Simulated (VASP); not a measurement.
# Bi2Te3 (Tellurobismuthite) (R-3m) in VASP: notebook

Runs on Bi2Te3 (Tellurobismuthite). Level: PBEsol. Tasks: single point.

All numbers are computed with VASP 6.6.1; they aren't measurements. Logs are shortened: lines on timing, memory, paths and dates and some standing lists are left out, and cuts for length are marked.

**What was measured.**

From “Vacancy and Antisite-Induced Ferromagnetism in Liquid-Phase Exfoliated Bi2Te3”, 2024, arxiv:2412.10539, for a bulk crystal of Bi2Te3: band gap 0.17 eV.

The results are compared with them further down.

## 1. The cell of the first run

Symmetry: R-3m, No. 166, trigonal system. The conventional cell has a = 4.386 Å, b = 4.386 Å, c = 31.107 Å, α = 90.00°, β = 90.00°, γ = 120.00°. Bi (site symmetry 3m) has 6 Te at 3.09 to 3.27 Å within 4.1 Å. Within 4.1 Å of Te (site symmetry 3m) lie 3 Bi at 3.09 Å and 3 Te at 3.68 Å. Within 4.3 Å of Te (site symmetry -3m) lie 6 Bi at 3.27 Å.

## 2. Single point, PBEsol

INCAR reads:

```
ALGO = Normal
EDIFF = 1E-7
ENCUT = 520
GGA = PS
ISIF = 2
ISMEAR = -1
LASPH = True
LCHARG = True
LELF = True
LREAL = False
LVHAR = True
LWAVE = False
NBANDS = 32
NELM = 100
PREC = Accurate
SIGMA = 0.05
```

KPOINTS reads:

```
k-points
0
Gamma
  6 6 6
```

POSCAR reads:

```
Bi2Te3
1.0
    2.1930000000      1.2661291403     10.3689800000
   -2.1930000000      1.2661291403     10.3689800000
    0.0000000000     -2.5322582807     10.3689800000
Bi Te
2 3
Direct
    0.6000000000      0.6000000000      0.6000000000
    0.4000000000      0.4000000000      0.4000000000
    0.7905000000      0.7905000000      0.7905000000
    0.2095000000      0.2095000000      0.2095000000
    0.0000000000      0.0000000000      0.0000000000
```

Potentials or basis: VASP PAW PBE potentials, release 64 (Bi_d, Te).

Launch:

```console
> cat potpaw_PBE.64/Bi_d/POTCAR potpaw_PBE.64/Te/POTCAR > POTCAR
> mpirun -np 1 vasp_std > vasp.out
```

OUTCAR:

```text
EDIFF = 1E-7
   ENCUT = 520
   GGA = PS
   ISIF = 2
   ISMEAR = -1
   LASPH = True
   LREAL = False
   NELM = 100
   PREC = Accurate

 ion  position               nearest neighbor table
   1  0.600  0.600  0.600-   4 3.09   4 3.09   4 3.09   5 3.27   5 3.27   5 3.27
   2  0.400  0.400  0.400-   3 3.09   3 3.09   3 3.09   5 3.27   5 3.27   5 3.27
   3  0.791  0.791  0.791-   2 3.09   2 3.09   2 3.09   4 3.68   4 3.68   4 3.68
   4  0.209  0.209  0.209-   1 3.09   1 3.09   1 3.09   3 3.68   3 3.68   3 3.68
   5  0.000  0.000  0.000-   1 3.27   2 3.27   1 3.27   1 3.27   2 3.27   2 3.27

  LATTYP: Found a trigonal (rhomboedric) cell.
 ALAT       =    10.6737096757
 COS(alpha) =     0.9155739468

  Lattice vectors:

 A1 = (   2.1930000000,   1.2661291403,  10.3689800000)
 A2 = (  -2.1930000000,   1.2661291403,  10.3689800000)
 A3 = (   0.0000000000,  -2.5322582807,  10.3689800000)

Analysis of symmetry for initial positions (statically):
=====================================================================
 Subroutine PRICEL returns:
 Original cell was already a primitive cell.

 Routine SETGRP: Setting up the symmetry group for a
 trigonal (rhombohedral) supercell.

 Subroutine GETGRP returns: Found 12 space group operations
 (whereof 12 operations were pure point group operations)
 out of a pool of 12 trial point group operations.

The static configuration has the point symmetry D_3d.

Analysis of symmetry for dynamics (positions and initial velocities):
=====================================================================
 Subroutine PRICEL returns:
 Original cell was already a primitive cell.

 Routine SETGRP: Setting up the symmetry group for a
 trigonal (rhombohedral) supercell.

 Subroutine GETGRP returns: Found 12 space group operations
 (whereof 12 operations were pure point group operations)
 out of a pool of 12 trial point group operations.

The dynamic configuration has the point symmetry D_3d.

 Subroutine INISYM returns: Found 12 space group operations
 (whereof 12 operations are pure point group operations),
 and found     1 'primitive' translations

----------------------------------------------------------------------------------------

                                     Primitive cell

  volume of cell :     172.7444

  direct lattice vectors                    reciprocal lattice vectors
     2.193000000  1.266129140 10.368980000     0.227998176  0.131634808  0.032147167
    -2.193000000  1.266129140 10.368980000    -0.227998176  0.131634808  0.032147167
     0.000000000 -2.532258281 10.368980000     0.000000000 -0.263269617  0.032147167

  length of vectors
    10.673709676 10.673709676 10.673709676     0.265225058  0.265225058  0.265225058

  position of ions in fractional coordinates (direct lattice)
     0.600000000  0.600000000  0.600000000
     0.400000000  0.400000000  0.400000000
     0.790500000  0.790500000  0.790500000
     0.209500000  0.209500000  0.209500000
     0.000000000  0.000000000  0.000000000

  ion indices of the primitive-cell ions
   primitive index   ion index
                 1           1
                 2           2
                 3           3
                 4           4
                 5           5

----------------------------------------------------------------------------------------

 KPOINTS: k-points

Automatic generation of k-mesh.
 Grid dimensions read from file:
 generate k-points for:    6    6    6

 Generating k-lattice:

  Cartesian coordinates                     Fractional coordinates (reciprocal lattice)
     0.037999696  0.021939135  0.005357861     0.166666667  0.000000000  0.000000000
    -0.037999696  0.021939135  0.005357861     0.000000000  0.166666667  0.000000000
     0.000000000 -0.043878269  0.005357861     0.000000000  0.000000000  0.166666667

  Length of vectors
     0.044204176  0.044204176  0.044204176

  Shift w.r.t. Gamma in fractional coordinates (k-lattice)
     0.000000000  0.000000000  0.000000000

 Subroutine IBZKPT returns following result:
 ===========================================

 Found     32 irreducible k-points:

 Following reciprocal coordinates:
            Coordinates               Weight
  0.000000  0.000000  0.000000      1.000000
  0.166667 -0.000000  0.000000      6.000000
  0.333333  0.000000  0.000000      6.000000
  0.500000 -0.000000  0.000000      3.000000
  0.166667  0.166667  0.000000      6.000000
  0.333333  0.166667  0.000000     12.000000
[... 16 lines left out ...]
  0.500000  0.500000  0.166667      6.000000
 -0.333333  0.500000  0.166667     12.000000
 [... further k-points ...]
   k-points           NKPTS =     32   k-points in BZ     NKDIM =     32   number of bands    NBANDS=     32
   number of dos      NEDOS =    301   number of ions     NIONS =      5
   total plane-waves  NPLWV = 512000
   dimension x,y,z NGX =    80 NGY =   80 NGZ =   80
   dimension x,y,z NGXF=   160 NGYF=  160 NGZF=  160
   ions per type =               2   3
   NGX,Y,Z   is equivalent  to a cutoff of  12.46, 12.46, 12.46 a.u.
   NGXF,Y,Z  is equivalent  to a cutoff of  24.92, 24.92, 24.92 a.u.
 SYSTEM =  unknown system
   PREC   = accura    normal or accurate (medium, high low for compatibility)
   ISTART =      0    job   : 0-new  1-cont  2-samecut
   ICHARG =      2    charge: 1-file 2-atom 10-const
   ISPIN  =      1    spin polarized calculation?
   LNONCOLLINEAR =      F non collinear calculations
   LSORBIT =      F    spin-orbit coupling
   LASPH  =      T    aspherical Exc in radial PAW
   ENCUT  =  520.0 eV  38.22 Ry    6.18 a.u.  19.85 19.85 19.85*2*pi/ulx,y,z
   NELM   =    100;   NELMIN=  2; NELMDL= -5     # of ELM steps
   EDIFF  = 0.1E-06   stopping-criterion for ELM
   LREAL  =      F    real-space projection
   EDIFFG = 0.1E-05   stopping-criterion for IOM
   NSW    =      0    number of steps for IOM
   IBRION =     -1    ionic relax: 0-MD 1-quasi-New 2-CG
   NFREE  =      0    steps in history (QN), initial steepest desc. (CG)
   ISIF   =      2    stress and relaxation
   ISYM   =      2    0-nonsym 1-usesym 2-fastsym
   POTIM  = 0.5000    time-step for ionic-motion
   TEBEG  =    0.0;   TEEND  =   0.0 temperature during run
   PSTRESS=    0.0 pullay stress
   NELECT =      48.0000    total number of electrons
   NUPDOWN=      -1.0000    fix difference up-down
   EMIN   =  10.00;   EMAX   =-10.00  energy-range for DOS
   EFERMI =   0.00;   METHOD = LEGACY
   ISMEAR =    -1;   SIGMA  =   0.05  broadening in eV -4-tet -1-fermi 0-gaus
   EFERMI_NEDOS =   21; number of points for ismear=-14 and -15
   IALGO  =     38    algorithm
   IMIX   =      4    mixing-type and parameters
     AMIX     =   0.40;   BMIX     =  1.00
     AMIX_MAG =   1.60;   BMIX_MAG =  1.00
  volume/ion in A,a.u.               =      34.55       233.15
  Fermi-wavevector in a.u.,A,eV,Ry     =   1.068285  2.018767 15.527425  1.141234
  Thomas-Fermi vector in A             =   2.203929
   LORBIT       =      0    0 simple, 1 ext, 2 COOP (PROOUT), +10 PAW based schemes
   GGA     = PS    functional components
   LHFCALC =     F    Hartree Fock is set to
   AEXX    =    0.0000 exact exchange contribution
   IVDW    =     0    specifies the selected vdW correction
   LEPSILON=     F    determine dielectric tensor
   LRPA    =     F    only Hartree local field effects (RPA)
 non-spin polarized calculation
  energy-cutoff  :      520.00
  volume of cell :      172.74
 maximum number of plane-waves:      4669
   NGX = 39   NGY = 39   NGZ = 39

 number of electron      47.9999994 magnetization

 Free energy of the ion-electron system (eV)
  ---------------------------------------------------
  ext. energy  EPLUGINS =         0.00000000
  ---------------------------------------------------
  free energy    TOTEN  =       -20.26097907 eV

  energy without entropy =      -20.26075441  energy(sigma->0) =      -20.26086674

 E-fermi :   5.9851     XC(G=0):  -9.4061

 val. band max:        5.8359165087   @ k =   0.0000   0.0000   0.0000
 cond. band min:       6.1340423775   @ k =   0.0000   0.0000   0.0000
 fundamental gap:      0.2981258688
 Fermi energy:         5.9851442152

 k-point     1 :       0.0000    0.0000    0.0000
  band No.  band energies     occupation
      1     -17.2833      2.00000
      2     -17.2833      2.00000
      3     -17.2822      2.00000
      4     -17.2822      2.00000
      5     -17.2742      2.00000
      6     -17.2729      2.00000
[... 24 lines left out ...]
     31      10.5501      0.00000
     32      11.1235      0.00000

 k-point     2 :       0.1667   -0.0000    0.0000
  band No.  band energies     occupation
      1     -17.2851      2.00000
      2     -17.2837      2.00000
      3     -17.2805      2.00000
      4     -17.2793      2.00000
      5     -17.2730      2.00000
      6     -17.2717      2.00000
[... 24 lines left out ...]
     31       9.9727      0.00000
     32      10.8344      0.00000

 k-point     3 :       0.3333    0.0000    0.0000
  band No.  band energies     occupation
      1     -17.2897      2.00000
      2     -17.2877      2.00000
      3     -17.2770      2.00000
      4     -17.2757      2.00000
      5     -17.2754      2.00000
      6     -17.2738      2.00000
[... 24 lines left out ...]
     31       9.7693      0.00000
     32      10.8864      0.00000

 k-point     4 :       0.5000   -0.0000    0.0000
  band No.  band energies     occupation
      1     -17.2922      2.00000
      2     -17.2900      2.00000
      3     -17.2770      2.00000
      4     -17.2767      2.00000
      5     -17.2750      2.00000
      6     -17.2745      2.00000
[... 654 lines left out ...]
     31       9.7244      0.00000
     32      11.4903      0.00000

 k-point    23 :       0.5000    0.5000    0.1667
  band No.  band energies     occupation
      1     -17.2896      2.00000
      2     -17.2878      2.00000
      3     -17.2770      2.00000
      4     -17.2757      2.00000
      5     -17.2754      2.00000
      6     -17.2738      2.00000
[... 24 lines left out ...]
     31       9.7503      0.00000
     32      10.6801      0.00000

 k-point    24 :      -0.3333    0.5000    0.1667
  band No.  band energies     occupation
      1     -17.2889      2.00000
      2     -17.2872      2.00000
      3     -17.2788      2.00000
      4     -17.2766      2.00000
      5     -17.2748      2.00000
      6     -17.2733      2.00000
[... 24 lines left out ...]
     31      10.3134      0.00000
     32      11.0506      0.00000

 [... further k-points ...]
[... 5 lines left out ...]
  --------------------------------------------------------------------------------------
  -------------------------------------------------------------------------------------
  Total       -1.3550708     -1.3550708     -2.4446058      0.0000000      0.0000000      0.0000000
  in kB      -12.5680717    -12.5680717    -22.6733395      0.0000000      0.0000000      0.0000000
  external PRESSURE =     -15.9364943 kB  Pullay stress =       0.0000000 kB

 VOLUME and BASIS-vectors are now :
 -----------------------------------------------------------------------------
  energy-cutoff  :      520.00
  volume of cell :      172.74
      direct lattice vectors                 reciprocal lattice vectors
     2.193000000  1.266129140 10.368980000     0.227998176  0.131634808  0.032147167
    -2.193000000  1.266129140 10.368980000    -0.227998176  0.131634808  0.032147167
     0.000000000 -2.532258281 10.368980000     0.000000000 -0.263269617  0.032147167

 POSITION                                       TOTAL-FORCE (eV/Angst)
 -----------------------------------------------------------------------------------
      0.00000     -0.00000     18.66416         0.000000      0.000000     -0.077715
      0.00000     -0.00000     12.44278         0.000000     -0.000000      0.077715
      0.00000     -0.00000     24.59004         0.000000      0.000000     -0.265109
      0.00000     -0.00000      6.51690         0.000000     -0.000000      0.265109
      0.00000      0.00000      0.00000         0.000000     -0.000000      0.000000
 -----------------------------------------------------------------------------------
    total drift:                               -0.000000     -0.000000     -0.000000

  FREE ENERGIE OF THE ION-ELECTRON SYSTEM (eV)
  ---------------------------------------------------
  free  energy   TOTEN  =       -20.2609790672 eV

  energy  without entropy=      -20.2607544063  energy(sigma->0) =      -20.26086674
```

Run time: 9.9 min. Hardware: 1 thread of Intel Xeon Platinum 8488C (Sapphire Rapids), shared host; peak memory 0.96 GiB.

Results:

```yaml
Free_energy: -20.2610 eV
Pressure: -1.6 GPa
Largest_force: 0.265 eV/Å
Band_gap_on_the_k_mesh: 0.30 eV, direct
```

Forces in eV/Å, atoms in the order of the input:
```
Bi   0.000  0.000 -0.078
Bi   0.000  0.000  0.078
Te   0.000  0.000 -0.265
Te   0.000  0.000  0.265
Te   0.000  0.000  0.000
```

Caveat: the PAW data sets were made with another functional, which shifts forces and pressure a little; spin-orbit coupling is left out, which moves the levels of the heavy elements.

## 3. Single point, PBEsol

This run uses another cell than the first one, of 35.23 Å³/atom, 1.020 times its volume.

INCAR reads:

```
SYSTEM = Bi2Te3
PREC = Accurate
ENCUT = 520
EDIFF = 1E-6
ISMEAR = -1
SIGMA = 0.05
LREAL = .FALSE.
LASPH = .TRUE.
NELM = 60
ALGO = Normal
ISIF = 2
LWAVE = .FALSE.
LCHARG = .TRUE.
GGA = PS
LELF = .TRUE.
LVHAR = .TRUE.
NBANDS = 32
```

KPOINTS reads:

```
regular mesh
0
G
  6 6 6
  0 0 0
```

Edit POSCAR of step 2 so:

```diff
@@ -2,5 +2,5 @@
 1.0
-    2.1930000000      1.2661291403     10.3689800000
-   -2.1930000000      1.2661291403     10.3689800000
-    0.0000000000     -2.5322582807     10.3689800000
+    2.1930000000      1.2661291403     10.5722933334
+   -2.1930000000      1.2661291403     10.5722933334
+    0.0000000000     -2.5322582807     10.5722933334
 Bi Te
```

Potentials or basis: VASP PAW PBE potentials, release 64 (Bi_d, Te).

Launch:

```console
> cat potpaw_PBE.64/Bi_d/POTCAR potpaw_PBE.64/Te/POTCAR > POTCAR
> mpirun -np 1 vasp_std > vasp.out
```

OUTCAR:

```text
SYSTEM = Bi2Te3
   PREC = Accurate
   ENCUT = 520
   EDIFF = 1E-6
   ISMEAR = -1
   LREAL = .FALSE.
   LASPH = .TRUE.
   NELM = 60
   ISIF = 2
   GGA = PS

 ion  position               nearest neighbor table
   1  0.600  0.600  0.600-   4 3.11   4 3.11   4 3.11   5 3.30   5 3.30   5 3.30
   2  0.400  0.400  0.400-   3 3.11   3 3.11   3 3.11   5 3.30   5 3.30   5 3.30
   3  0.791  0.791  0.791-   2 3.11   2 3.11   2 3.11
   4  0.209  0.209  0.209-   1 3.11   1 3.11   1 3.11
[... 1045 lines left out ...]
  --------------------------------------------------------------------------------------
  -------------------------------------------------------------------------------------
  Total       -2.1131883     -2.1131883     -4.0398312      0.0000000      0.0000000      0.0000000
  in kB      -19.2225806    -19.2225806    -36.7482540      0.0000000      0.0000000      0.0000000
  external PRESSURE =     -25.0644717 kB  Pullay stress =       0.0000000 kB

 VOLUME and BASIS-vectors are now :
 -----------------------------------------------------------------------------
  energy-cutoff  :      520.00
  volume of cell :      176.13
      direct lattice vectors                 reciprocal lattice vectors
     2.193000000  1.266129140 10.572293333     0.227998176  0.131634808  0.031528952
    -2.193000000  1.266129140 10.572293333    -0.227998176  0.131634808  0.031528952
     0.000000000 -2.532258281 10.572293333     0.000000000 -0.263269617  0.031528952

 POSITION                                       TOTAL-FORCE (eV/Angst)
 -----------------------------------------------------------------------------------
      0.00000     -0.00000     19.03013         0.000000      0.000000     -0.135761
      0.00000     -0.00000     12.68675         0.000000     -0.000000      0.135761
      0.00000     -0.00000     25.07219         0.000000      0.000000     -0.436924
      0.00000     -0.00000      6.64469         0.000000     -0.000000      0.436924
      0.00000      0.00000      0.00000         0.000000     -0.000000     -0.000000
 -----------------------------------------------------------------------------------
    total drift:                                0.000000     -0.000000      0.000000

  FREE ENERGIE OF THE ION-ELECTRON SYSTEM (eV)
  ---------------------------------------------------
  free  energy   TOTEN  =       -20.1987593047 eV

  energy  without entropy=      -20.1986006672  energy(sigma->0) =      -20.19867999
```

stdout:

```text
POSCAR found type information on POSCAR BiTe
 POSCAR found :  2 types and       5 ions
 scaLAPACK will be used
 -----------------------------------------------------------------------------
|                                                                             |
|                                                                             |
|     You enforced a specific xc type in the INCAR file but a different       |
|     I HOPE YOU KNOW WHAT YOU ARE DOING!                                     |
|                                                                             |
 -----------------------------------------------------------------------------

 LDA part: xc-table for (Slater+PW92), standard interpolation
 POSCAR, INCAR and KPOINTS ok, starting setup
 FFT: planning ... GRIDC
 FFT: planning ... GRID_SOFT
 FFT: planning ... GRID
 WAVECAR not read
 entering main loop
```

Wall time 14 min (1 thread of Intel Xeon Platinum 8488C (Sapphire Rapids), shared host); peak memory 1.1 GiB.

What came out:

```yaml
Free_energy: -20.1988 eV
Pressure: -2.5 GPa
Largest_force: 0.437 eV/Å
Band_gap_on_the_k_mesh: 0.37 eV, direct
```

Forces in eV/Å, atoms in the order of the input:
```
Bi   0.000  0.000 -0.136
Bi   0.000  0.000  0.136
Te   0.000  0.000 -0.437
Te   0.000  0.000  0.437
Te   0.000  0.000  0.000
```

Caveat: the PAW data sets were made with another functional, which shifts forces and pressure a little; spin-orbit coupling is left out, which moves the levels of the heavy elements.

## 4. How close it comes

Step 2. Measured gap of Bi2Te3: 0.17 eV (quoted in “Vacancy and Antisite-Induced Ferromagnetism in Liquid-Phase Exfoliated Bi2Te3”, 2024, arxiv:2412.10539). This calculation gives 0.30 eV (+0.13 eV). Spin-orbit coupling on Bi, Te is left out. The value is that of PBEsol on a finite k mesh, which can miss the band edges, without temperature or zero-point motion.

Step 3. A measured gap of Bi2Te3 is 0.17 eV (quoted in “Vacancy and Antisite-Induced Ferromagnetism in Liquid-Phase Exfoliated Bi2Te3”, 2024, arxiv:2412.10539); the calculated 0.37 eV misses it by +0.20 eV. Spin-orbit coupling on Bi, Te is left out. The value is that of PBEsol on a finite k mesh, which can miss the band edges, without temperature or zero-point motion.
